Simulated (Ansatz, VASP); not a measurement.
One calculation of Hg, two programs

Contents of INCAR:

```
PREC = Accurate
ENCUT = 520
EDIFF = 1E-6
ISMEAR = 0
SIGMA = 0.1
LREAL = False
LASPH = True
NELM = 80
ALGO = Normal
ISIF = 2
LWAVE = False
LCHARG = False
GGA = PE
NBANDS = 19
```

KPOINTS

```
Automatic mesh
0
Gamma
  9 9 4
```

The input POSCAR:

```
Hg
1.0
    2.8176613540      0.0000000000      0.0000000000
   -1.4088306770      2.4401663118      0.0000000000
    0.0000000000      0.0000000000      5.2304621744
Hg
2
Direct
    0.3333333333      0.6666666667      0.2500000000
    0.6666666667      0.3333333333      0.7500000000
```

Input for Ansatz:

```yaml
crystal:
  lattice:
    - [2.817661354, 0.0, 0.0]
    - [-1.408830677, 2.4401663118, 0.0]
    - [0.0, 0.0, 5.2304621744]
  atoms:
    - { symbol: Hg, position: [0.3333333333, 0.6666666667, 0.25] }
    - { symbol: Hg, position: [0.6666666667, 0.3333333333, 0.75] }
basis:
  ecutwfc: 420
kpoints:
  mp_grid: { grid: [9, 9, 4] }
hamiltonian:
  xc: pbe
scf:
  occupations: { method: gaussian, width: 0.1 }
output:
  forces: true
  stress: true
  eigenvalues: true
```

Alike in both runs: task single point; functional PBE; k mesh 9 × 9 × 4; occupations gaussian, width 0.1 eV; no spin polarisation.

|  | VASP | Ansatz |
| --- | --- | --- |
| version | VASP 6.6.1 | Ansatz 0.2.0 |
| potentials or method | VASP PAW PBE potentials, release 64 (Hg), cutoff 520 eV | scalar-relativistic, plane waves, PAW |
| valence electrons in the cell | 24 | 40 |

Ansatz gave:

- gap on the k mesh at the Fermi level (eV): none
- pressure (GPa): 35.5
- traceless stress, the component that is largest in VASP (GPa): -8.13

What did VASP give for the same quantities?

gap on the k mesh at the Fermi level (eV): none; pressure (GPa): 37.1; traceless stress, the component that is largest in VASP (GPa): -8.52.

A gap of «none» marks a metal or a gap that the smearing closes. Both programs put the cell under a high pressure, so it lies far from rest at this level. With one functional, cell and mesh, what is left measures potentials, basis and numerics. VASP's potentials hold 24 valence electrons a cell and Ansatz's 40, so a difference there can come from the potentials and not from the codes.

Neither program's run includes spin-orbit coupling.
